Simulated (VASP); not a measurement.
A run of VASP 6.6.1 is set up as follows.

Contents of INCAR:

```
PREC = Accurate ; ENCUT = 520
EDIFF = 1E-7 ; ISMEAR = 0
SIGMA = 0.15 ; LREAL = False
LASPH = True ; NELM = 100
ALGO = Normal ; ISIF = 2
LWAVE = False ; LCHARG = False
GGA = PE ; IVDW = 12
NBANDS = 11
```

KPOINTS

```
Automatic mesh
0
Gamma
  21 21 12
```

The input POSCAR:

```
C
1.0
    2.5058198767      0.0000000000      0.0000000000
   -1.2529099384      2.1701036705      0.0000000000
    0.0000000000      0.0000000000      3.6316216684
C
2
Direct
    0.3286483037      0.6572966074      0.0000000000
    0.6713516963      0.3427033926      0.0000000000
```

Potentials or basis: VASP PAW PBE potentials, release 64 (C).

Launch:

```sh
$ cat potpaw_PBE.64/C/POTCAR > POTCAR
$ mpirun -np 1 vasp_std > vasp.out
```

Problem. What does it give for the dispersion energy per atom?

Solution. -0.141 eV.

Problem. Estimate the pressure.

Solution. -11.4 GPa.

Stress tensor (GPa, compression positive):
```
-14.50   0.00   0.00
  0.00 -19.31   0.00
  0.00   0.00  -0.34
```

Caveat: the cell differs from its parent crystal (atoms displaced along a vibrational mode, the cell strained); the cell stands under tension.
